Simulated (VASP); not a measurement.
# NdHf (Cmmm) in VASP: further runs, part 2 of 2

VASP 6.6.1.

### 3 Relaxation of cell and atoms, PBE

This run uses another cell than the first one, of 26.79 Å³/atom.

Input file INCAR:

```
SYSTEM = NdHf
PREC = Accurate
ENCUT = 500
EDIFF = 1E-7
ISMEAR = 0
SIGMA = 0.2
LREAL = .False.
LASPH = .True.
NELM = 200
ALGO = Normal
ISIF = 3
LWAVE = .False.
LCHARG = .False.
GGA = PE
IBRION = 2
NSW = 36
EDIFFG = -0.08
GGA_COMPAT = .False.
NELMIN = 4
LMAXMIX = 6
```

Input file KPOINTS:

```
Automatic mesh
0
Gamma
  5 5 7
  0 0 0
```

Input file POSCAR:

```
NdHf
1.0
    2.8282950900     -3.1918172900      0.0000000000
    2.8282950900      3.1918172900      0.0000000000
    0.0000000000      0.0000000000      2.9674130100
Nd Hf
1 1
Direct
    0.5000000000      0.5000000000      0.5000000000
    0.0000000000      0.0000000000      0.5000000000
```

Potentials or basis: VASP PAW PBE potentials, release 64 (Nd_3, Hf_pv), 4f in core.

Run with:

```bash
$ cat potpaw_PBE.64/Nd_3/POTCAR potpaw_PBE.64/Hf_pv/POTCAR > POTCAR
$ mpirun -np 1 vasp_std > vasp.out
```

OUTCAR:

```text
SYSTEM = NdHf
   PREC = Accurate
   ENCUT = 500
   EDIFF = 1E-7
   ISMEAR = 0
   LREAL = .False.
   LASPH = .True.
   NELM = 200
   ISIF = 3
   GGA = PE
   IBRION = 2
   NSW = 36
   EDIFFG = -0.08
   NELMIN = 4

 ion  position               nearest neighbor table
   1  0.500  0.500  0.500-   2 2.83   2 2.83   2 3.19   2 3.19
   2  0.000  0.000  0.500-   1 2.83   1 2.83   1 3.19   1 3.19

  LATTYP: Found a base centered orthorhombic cell.
 ALAT       =     5.6565901800
 B/A-ratio  =     1.1285305063
 C/A-ratio  =     0.5245939542

  Lattice vectors:

 A1 = (   2.8282950900,  -3.1918172900,   0.0000000000)
 A2 = (   2.8282950900,   3.1918172900,   0.0000000000)
 A3 = (   0.0000000000,   0.0000000000,   2.9674130100)

Analysis of symmetry for initial positions (statically):
=====================================================================
 Subroutine PRICEL returns:
 Original cell was already a primitive cell.

 Routine SETGRP: Setting up the symmetry group for a
 base centered orthorhombic supercell.

 Subroutine GETGRP returns: Found  8 space group operations
 (whereof  8 operations were pure point group operations)
 out of a pool of  8 trial point group operations.

The static configuration has the point symmetry D_2h.

Analysis of symmetry for dynamics (positions and initial velocities):
[... 168 lines left out ...]
  Total        4.6246983     -0.0744217      1.5169768      0.0000000      0.0000000      0.0000000
  in kB      138.3003431     -2.2255616     45.3647781      0.0000000      0.0000000      0.0000000
  external PRESSURE =      60.4798532 kB  Pullay stress =       0.0000000 kB
[... 23 lines left out ...]
--------------------------------------- Ionic step        2  -------------------------------------------

 number of electron      20.9999997 magnetization

 E-fermi :   3.2884     XC(G=0):  -9.9801

 val. band max:        3.2880392163   @ k =  -0.2000   0.2000   0.2857
 cond. band min:       3.2980214972   @ k =   0.4000   0.2000   0.1429
 fundamental gap:      0.0099822808
 Fermi energy:         3.2884015726

 k-point     1 :       0.0000    0.0000    0.0000
  band No.  band energies     occupation
      1     -34.3819      2.00000
      2     -27.7380      2.00000
      3     -27.7330      2.00000
      4     -27.2683      2.00000
      5     -15.4935      2.00000
      6     -15.4896      2.00000
      7     -14.5031      2.00000
      8      -1.7312      2.00000
      9       0.9393      2.00000
     10       2.1194      2.00000
     11       2.1417      2.00000
     12       3.1956      1.48816
     13       6.7604      0.00000
     14       6.8491      0.00000
[... 570 lines left out ...]
--------------------------------------- Ionic step        7  -------------------------------------------

 number of electron      21.0000003 magnetization

 Free energy of the ion-electron system (eV)
  ---------------------------------------------------
  ext. energy  EPLUGINS =         0.00000000
  ---------------------------------------------------
  free energy    TOTEN  =       -12.65035584 eV

  energy without entropy =      -12.57944500  energy(sigma->0) =      -12.61490042

 E-fermi :   3.5839     XC(G=0): -10.2126

 val. band max:        3.5635442342   @ k =   0.2000   0.2000   0.2857
 cond. band min:       3.6005732315   @ k =   0.0000   0.0000   0.0000
 fundamental gap:      0.0370289973
 Fermi energy:         3.5838779730

 k-point     1 :       0.0000    0.0000    0.0000
  band No.  band energies     occupation
      1     -33.9990      2.00000
      2     -27.3278      2.00000
      3     -27.3271      2.00000
      4     -26.8077      2.00000
      5     -15.1182      2.00000
      6     -15.1174      2.00000
      7     -13.9869      2.00000
      8      -1.5102      2.00000
      9       1.0234      2.00000
     10       2.3301      2.00000
     11       2.3411      2.00000
     12       3.6006      0.90603
     13       7.2465      0.00000
     14       7.2634      0.00000
[... 420 lines left out ...]
  FREE ENERGIE OF THE ION-ELECTRON SYSTEM (eV)
  ---------------------------------------------------
  free  energy   TOTEN  =       -12.6503558445 eV

  energy  without entropy=      -12.5794449999  energy(sigma->0) =      -12.61490042

 reached required accuracy - stopping structural energy minimisation
```

Wall time 1.8 min (1 thread of AMD EPYC 7R13 (Zen 3), shared host); peak memory 0.16 GiB.

What came out:

```
Free energy                           : -12.6504 eV
Relaxed volume                        : 29.17 Å³/atom
Relaxed cell                          : a = 4.388 Å, b = 4.388 Å, c = 3.030 Å, α = 90.00°, β = 90.00°, γ = 90.13°
Space group after relaxing (to 0.1 Å) : P4/mmm (No. 123)
Energy gained by relaxing             : 98.2 meV/atom
Ionic steps                           : 7
Pressure after relaxing               : 0.0 GPa
Band gap on the k mesh                : zero (an odd number of electrons rules out a gap without spin polarisation)
```

Stress tensor (GPa, compression positive):
```
 0.05  0.00  0.00
 0.00 -0.05  0.00
 0.00  0.00  0.06
```

The path:
| step | energy change (eV) | largest force (eV/Å) | pressure (GPa) | volume (Å³) |
| --- | --- | --- | --- | --- |
| 1 | 0.0000 | 0.0000 | 6.05 | 53.58 |
| 2 | -0.1726 | 0.0000 | -2.19 | 61.62 |
| 3 | -0.1863 | 0.0000 | -0.74 | 59.49 |
| 4 | -0.1863 | 0.0000 | -0.83 | 59.61 |
| 5 | -0.1947 | 0.0000 | -0.13 | 58.58 |
| 6 | -0.1957 | 0.0000 | 0.24 | 58.11 |
| 7 | -0.1965 | 0.0000 | 0.02 | 58.34 |

Final structure:
```yaml
crystal:
  lattice:
    - [3.09902, -3.10617, 0.00000]
    - [3.09902, 3.10617, 0.00000]
    - [0.00000, 0.00000, 3.03039]
  atoms:
    - { symbol: Nd, position: [0.50000, 0.50000, 0.50000] }
    - { symbol: Hf, position: [0.00000, 0.00000, 0.50000] }
```

Caveat: spin-orbit coupling is left out, which moves the levels of the heavy elements; the 4f electrons are frozen in the core, so they carry no moment and show no levels.

### 4 Relaxation of cell and atoms, PBE

Input file INCAR:

```
PREC = Accurate
ENCUT = 500
EDIFF = 1E-7
ISMEAR = 0
SIGMA = 0.2
LREAL = F
LASPH = T
NELM = 200
ALGO = Normal
ISIF = 3
LWAVE = F
LCHARG = F
GGA = PE
IBRION = 2
NSW = 36
EDIFFG = -0.08
GGA_COMPAT = F
NELMIN = 4
LMAXMIX = 6
```

Input file KPOINTS:

```
regular mesh
0
Gamma
  7 7 4
```

Input file POSCAR:

```
NdHf
1.0
    1.8395004500     -2.5696688100      0.0000000000
    1.8395004500      2.5696688100      0.0000000000
    0.0000000000      0.0000000000      5.1828979800
Nd Hf
1 1
Direct
    0.0000000000      0.0000000000      0.0000000000
    0.5000000000      0.5000000000      0.5000000000
```

Run with:

```bash
$ cat potpaw_PBE.64/Nd_3/POTCAR potpaw_PBE.64/Hf_pv/POTCAR > POTCAR
$ mpirun -np 1 vasp_std > vasp.out
```

It took 5.6 min on 1 thread of AMD EPYC 7R13 (Zen 3), shared host; peak memory 0.17 GiB.

It converged, with:

```
Free energy                           : -14.1088 eV
Relaxed volume                        : 27.44 Å³/atom
Relaxed cell                          : a = 3.361 Å, b = 3.361 Å, c = 4.858 Å, α = 90.00°, β = 90.00°, γ = 90.42°
Space group after relaxing (to 0.1 Å) : P4/mmm (No. 123)
Energy gained by relaxing             : 191.2 meV/atom
Ionic steps                           : 22
Pressure after relaxing               : 0.1 GPa
Band gap on the k mesh                : zero (an odd number of electrons rules out a gap without spin polarisation)
```

Stress tensor (GPa, compression positive):
```
 0.28  0.00  0.00
 0.00 -0.06  0.00
 0.00  0.00  0.17
```

The path:
```tsv
step	energy change (eV)	largest force (eV/Å)	pressure (GPa)	volume (Å³)
1	0.0000	0.0000	7.53	49.00
2	-0.0986	0.0000	-2.82	57.62
3	-0.1249	0.0000	-0.07	54.68
4	-0.1289	0.0000	-0.06	54.67
5	-0.1381	0.0000	0.05	54.63
6	-0.1451	0.0000	0.57	54.41
7	-0.1458	0.0000	0.57	54.41
8	-0.1481	0.0000	0.56	54.43
9	-0.1526	0.0000	0.55	54.47
10	-0.1608	0.0000	0.51	54.54
11	-0.1700	0.0000	0.43	54.59
12	-0.1549	0.0000	0.56	54.42
13	-0.1688	0.0000	0.41	54.57
14	-0.1846	0.0000	0.28	54.69
15	-0.2249	0.0000	-0.05	55.01
16	-0.2607	0.0000	-0.45	55.39
17	-0.2825	0.0000	-0.17	55.12
18	-0.3353	0.0000	0.81	54.23
19	-0.3506	0.0000	3.57	52.17
20	-0.3643	0.0000	2.31	53.04
21	-0.3820	0.0000	0.40	54.64
22	-0.3823	0.0000	0.13	54.89
```

Final structure:
```xyz
2
Lattice="2.3681 -2.3856 0.0000 2.3681 2.3856 0.0000 0.0000 0.0000 4.8576" Properties=species:S:1:pos:R:3 pbc="T T T"
Nd    0.0000    0.0000    0.0000
Hf    2.3681    0.0000    2.4288
```

Levels at points of the mesh, in eV from the Fermi level:
| k point | band 7 | band 8 | band 9 | band 10 | band 11 | band 12 | band 13 | band 14 |
| --- | --- | --- | --- | --- | --- | --- | --- | --- |
| (0.00, 0.00, 0.00) | -18.00 | -5.57 | -2.52 | -1.74 | 1.30 | 1.38 | 1.45 | 3.09 |
| (0.00, 0.00, 0.50) | -18.01 | -3.81 | -2.58 | -0.69 | -0.39 | 0.99 | 1.83 | 2.59 |

Caveat: spin-orbit coupling is left out, which moves the levels of the heavy elements; the 4f electrons are frozen in the core, so they carry no moment and show no levels. Spin polarisation is off, so any magnetic state and its effect on volume and gap are missing.

### 5 The runs side by side

```csv
potentials or basis,cell,k mesh,cutoff (eV),gap on the mesh (eV),pressure (GPa),relaxed volume (Å³/atom)
"VASP PAW PBE potentials, release 64 (Nd, Hf_pv)","relaxed from a = 3.160, b = 3.160, c = 5.183 Å, angles 90.0, 90.0, 108.8°, 2 atoms, atomic positions A",7 × 7 × 4,600,none,0.2,23.26
"VASP PAW PBE potentials, release 64 (Nd_3, Hf_pv), 4f in core","relaxed from a = 4.265, b = 4.265, c = 2.967 Å, angles 90.0, 90.0, 96.9°, 2 atoms, atomic positions B",5 × 5 × 7,500,none,0.0,29.17
"VASP PAW PBE potentials, release 64 (Nd_3, Hf_pv), 4f in core","relaxed from a = 3.160, b = 3.160, c = 5.183 Å, angles 90.0, 90.0, 108.8°, 2 atoms, atomic positions A",7 × 7 × 4,500,none,0.1,27.44
```

Alike in all rows: task relaxation of cell and atoms; level PBE; no spin polarisation; smearing gaussian 0.2 eV.

Caveats: spin-orbit coupling is left out, which moves the levels of the heavy elements; the 4f electrons are frozen in the core, so they carry no moment and show no levels (at least some runs); the highest band is partly filled, so the run has too few bands (at least some runs); semilocal functionals describe open f shells poorly, which spoils levels, moments and volumes (at least some runs).

Absolute energies hang on the potentials; compare differences alone.

The gap in the log of VASP goes by the Fermi energy; the results here count the filled bands.